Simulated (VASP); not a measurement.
The system is BN.

```xyz
4
Lattice="2.5360 0.0000 0.0000 -1.2680 2.1962 0.0000 0.0000 0.0000 4.1990" Properties=species:S:1:pos:R:3 pbc="T T T"
B     1.2680    0.7321    0.0000
B     0.0000    1.4642    2.0995
N     1.2680    0.7321    1.5746
N     0.0000    1.4642    3.6741
```

Base run:

* Program: VASP 6.6.1
* Functional: PBE
* Potentials or basis: VASP PAW PBE potentials, release 64 (B, N)
* Cutoff: 600 eV
* k mesh: 12 × 12 × 8
* Occupations: gaussian, width 0.01 eV
* Spin: no spin polarisation

Its results: band gap on the k mesh 5.20 eV, indirect (least direct gap 8.35 eV); pressure 8.0 GPa; largest force 0.058 eV/Å.

The run is repeated on the same cell with these changes: k mesh from 12 × 12 × 8 to 3 × 3 × 2. What comes out?

Band gap on the k mesh 5.15 eV, indirect (least direct gap 8.38 eV); pressure 9.9 GPa; largest force 0.182 eV/Å.

Caveats: some runs use coarse meshes.

A k mesh can miss the band edges.
